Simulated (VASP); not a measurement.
Here is a VASP 6.6.1 calculation.

File INCAR:

```
  PREC = Accurate
  ENCUT = 520
  EDIFF = 1E-6
  ISMEAR = -1
  SIGMA = 0.02
  LREAL = False
  LASPH = True
  NELM = 80
  ALGO = Normal
  ISIF = 2
  LWAVE = False
  LCHARG = True
  GGA = PE
  LELF = True
  LVHAR = True
  NBANDS = 17
```

KPOINTS

```
regular mesh
0
Gamma
  8 8 8
```

POSCAR

```
PbS
1.0
    0.0000000000      2.9872326819      3.1052283729
    2.9872326819      0.0000000000      3.1052283729
    2.9872326819      2.9872326819      0.0000000000
Pb S
1 1
Direct
    0.0000000000      0.0000000000      0.0000000000
    0.5000000000      0.5000000000      0.5000000000
```

Potentials or basis: VASP PAW PBE potentials, release 64 (Pb_d, S).

Launch:

```bash
$ cat potpaw_PBE.64/Pb_d/POTCAR potpaw_PBE.64/S/POTCAR > POTCAR
$ mpirun -np 1 vasp_std > vasp.out
```

Task: Predict the pressure.

Result: -1.0 GPa.

Task: Estimate the band gap on the k mesh.

Result: 0.53 eV, direct.

Stress tensor (GPa, compression positive):
```
 0.20  0.00  0.00
 0.00  0.20  0.00
 0.00  0.00 -3.28
```

Caveat: the cell differs from its parent crystal (uniaxial z strain +4.0%); spin-orbit coupling is left out, which moves the levels of the heavy elements. A k mesh can miss the band edges.
